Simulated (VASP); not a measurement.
AlPt: single point with r2SCAN

AlPt:

```
Al Pt
1.0
     4.87820    0.00000    0.00000
     0.00000    4.87820    0.00000
     0.00000    0.00000    4.87820
Al Pt
4 4
Cartesian
  4.1179 4.1179 4.1179
  3.1994 0.7603 1.6788
  1.6788 3.1994 0.7603
  0.7603 1.6788 3.1994
  0.7560 0.7560 0.7560
  1.6831 4.1222 3.1951
  3.1951 1.6831 4.1222
  4.1222 3.1951 1.6831
```

- Program: VASP 6.6.1
- Task: single point
- Functional: r2SCAN
- Potentials or basis: VASP PAW PBE potentials, release 64 (Al, Pt)
- Cutoff: 520 eV
- k mesh: 8 × 8 × 8
- Occupations: gaussian, width 0.05 eV
- Spin: no spin polarisation

```
Pressure               : -0.1 GPa
Largest force          : 0.004 eV/Å
Band gap on the k mesh : zero (band 26 reaches 10.74 eV, above the bottom of band 27 at 9.54 eV)
```

Forces on the atoms (eV/Å):
```
Al   0.002  0.002  0.002
Al  -0.002 -0.002  0.002
Al   0.002 -0.002 -0.002
Al  -0.002  0.002 -0.002
Pt   0.001  0.001  0.001
Pt  -0.001 -0.001  0.001
Pt   0.001 -0.001 -0.001
Pt  -0.001  0.001 -0.001
```

Levels at points of the mesh, in eV from the Fermi level:
```tsv
k point	band 23	band 24	band 25	band 26	band 27	band 28	band 29	band 30
(0.00, 0.00, 0.00)	-1.83	-1.83	-0.21	-0.21	-0.21	4.55	4.55	4.55
(0.50, 0.00, 0.00)	-1.56	-1.56	-0.70	-0.70	1.34	1.34	2.98	2.98
(0.50, 0.50, 0.00)	-2.30	-2.30	0.39	0.39	1.44	1.44	3.05	3.05
(0.50, 0.50, 0.50)	-2.59	-2.59	-0.82	-0.82	-0.82	-0.82	7.12	7.12
```

Run time: 4.5 min on 1 thread of AMD EPYC 9R45 96-Core Processor (Zen 5), on a shared host, peak memory 0.28 GiB.

Caveat: the PAW data sets were made with another functional, which shifts forces and pressure a little; spin-orbit coupling is left out, which moves the levels of the heavy elements.
